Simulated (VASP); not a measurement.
**TiC: single point with LDA**

Crystal: TiC.

```
Ti C
1.0
     0.00000    2.13060    2.13060
     2.13060    0.00000    2.13060
     2.13060    2.13060    0.00000
Ti C
1 1
Cartesian
  0.0000 0.0000 0.0000
  2.1306 2.1306 2.1306
```

```
Program                : VASP 6.6.1
Task                   : single point
Functional             : LDA
Potentials or basis    : VASP PAW LDA potentials, release 64 (Ti_sv, C)
Cutoff                 : 520 eV
k mesh                 : 16 × 16 × 16
Occupations            : fermi-dirac, width 0.15 eV
Spin                   : no spin polarisation
Dipole correction      : no
Further INCAR settings : ALGO = Normal; EDIFF = 1e-06; NBANDS = 15
```

```
Pressure               : 0.7 GPa
Band gap on the k mesh : zero (band 8 reaches 10.47 eV, above the bottom of band 9 at 9.40 eV)
```

Levels at points of the mesh, in eV from the Fermi level:
```csv
k point,band 5,band 6,band 7,band 8,band 9,band 10,band 11,band 12
"(0.00, 0.00, 0.00)",-12.42,0.66,0.66,0.66,1.76,1.76,1.76,1.83
"(0.50, 0.00, 0.00)",-8.64,-6.03,-3.04,-3.04,3.09,3.09,4.37,8.57
"(0.50, 0.50, 0.00)",-10.11,-3.38,-1.81,0.05,0.05,2.92,3.73,3.73
```

It took 13 s on 1 thread of Intel(R) Xeon(R) 6975P-C (Granite Rapids), with other jobs on the host, peak memory 0.15 GiB.
